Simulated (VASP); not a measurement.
Wanted: the native input for a VASP 6.6.1 run.

* Task: molecular dynamics
* Functional: PBE
* Potentials or basis: VASP PAW PBE potentials, release 64 (Be, Ag)
* Cutoff: 520 eV
* k mesh: 1 × 1 × 1, shifted
* Occupations: fermi-dirac, width 0.05 eV
* Spin: no spin polarisation
* Dipole correction: no
* Further INCAR settings: LREAL = Auto; ALGO = Normal; EDIFF = 1e-05; NBANDS = 58; ISYM = 0; IBRION = 0; POTIM = 1.5; NSW = 40

The structure of Be3Ag lies in POSCAR:

```
Be3Ag
1.0
    5.9946500000      0.0085350000     -0.1640780000
    0.0085350000      5.8394660000      0.0032650000
   -0.1640780000      0.0032650000      6.0504030000
Be Ag
15 5
Direct
    0.5630397729      0.6128629157      0.8020451227
    0.6197640969      0.2488546144      0.7223834223
    0.4278255963      0.8122608291      0.4929734371
    0.4799789908      0.6123209129      0.1947929200
    0.7611798180      0.3928498215      0.0395920624
    0.0885788615      0.3667624286      0.2257115946
    0.9527669909      0.3714844049      0.6567084843
    0.3292493039      0.4786550338      0.5603232447
    0.5314244868      0.9688978165      0.9802055158
    0.9699725019      0.1205680924      0.9668266902
    0.2229695076      0.9472153823      0.2170547770
    0.2097146177      0.1113574800      0.6067269891
    0.6976759374      0.5191800123      0.4488352645
    0.0828907615      0.7403578306      0.4251105008
    0.8944304953      0.1164593442      0.3463103303
    0.3337867243      0.2731579413      0.9557427647
    0.8081577686      0.8954831049      0.6369327590
    0.2438908458      0.7705761283      0.8152702025
    0.8387031767      0.7453916303      0.1244890983
    0.5174008753      0.1951567788      0.3361957510
```

The input as run:

INCAR

```
SYSTEM = Be3Ag
PREC     = Accurate       ! precision mode
ENCUT    = 520            ! plane-wave cutoff, eV
EDIFF    = 1E-5           ! SCF threshold, eV
ISMEAR   = -1             ! smearing method
SIGMA    = 0.05           ! smearing width, eV
LREAL    = Auto         
LASPH    = .True.         ! aspherical terms in the spheres
NELM     = 100            ! most SCF steps
ALGO     = Normal         ! electronic algorithm
ISIF     = 2              ! what is computed and relaxed
LWAVE    = .False.        ! write WAVECAR
LCHARG   = .True.         ! write CHGCAR
GGA      = PE             ! functional
NBANDS   = 58             ! bands
ISYM     = 0            
IBRION   = 0              ! ionic algorithm
NSW      = 40             ! ionic steps
POTIM    = 1.5            ! step
TEBEG    = 300.0        
TEEND    = 300.0        
NELMIN   = 4            
RANDOM_SEED= 60163 0 0    
MDALGO   = 3            
LANGEVIN_GAMMA= 30 30
```

KPOINTS

```
Automatic mesh
0
Gamma
  1 1 1
  0.25 0.25 0.25
```

Potentials or basis: VASP PAW PBE potentials, release 64 (Be, Ag).

The run is started by

```bash
$ cat potpaw_PBE.64/Be/POTCAR potpaw_PBE.64/Ag/POTCAR > POTCAR
$ mpirun -np 1 vasp_std > vasp.out
```

It took 8.1 min on 1 thread of AMD EPYC 9R45 96-Core Processor (Zen 5), on a shared host, peak memory 0.32 GiB.
